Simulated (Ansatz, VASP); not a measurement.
**One calculation of Te, two programs**

```xyz
4
Lattice="5.1826 0.0000 0.0000 -2.5913 4.4882 0.0000 0.0000 0.0000 6.3975" Properties=species:S:1:pos:R:3 pbc="T T T"
Te    0.0000    0.0000    1.5994
Te    0.0000    0.0000    4.7981
Te    0.0000    2.9922    4.7981
Te    2.5913    1.4961    1.5994
```

Alike in both runs: functional PBE; k mesh 6 × 6 × 2; occupations gaussian, width 0.1 eV; no spin polarisation.

Ansatz relaxed the structure, and its values are those at the end. VASP's run is a single point on that final structure, the one shown.

```csv
,VASP,Ansatz
version,VASP 6.6.1,Ansatz 0.2.0
potentials or method,"VASP PAW PBE potentials, release 64 (Te), cutoff 520 eV","scalar-relativistic, plane waves, PAW"
valence electrons in the cell,24,64
```

```csv
,VASP,Ansatz,Ansatz less VASP
gap on the k mesh at the Fermi level (eV),none,none,-
pressure (GPa),0.2,0.2,+0.03
```

A gap of «none» marks a metal or a gap that the smearing closes. VASP's potentials hold 24 valence electrons a cell and Ansatz's 64, so a difference there can come from the potentials and not from the codes.

The k mesh is coarse, so the values compare programs but aren't converged. Spin-orbit coupling is off throughout.
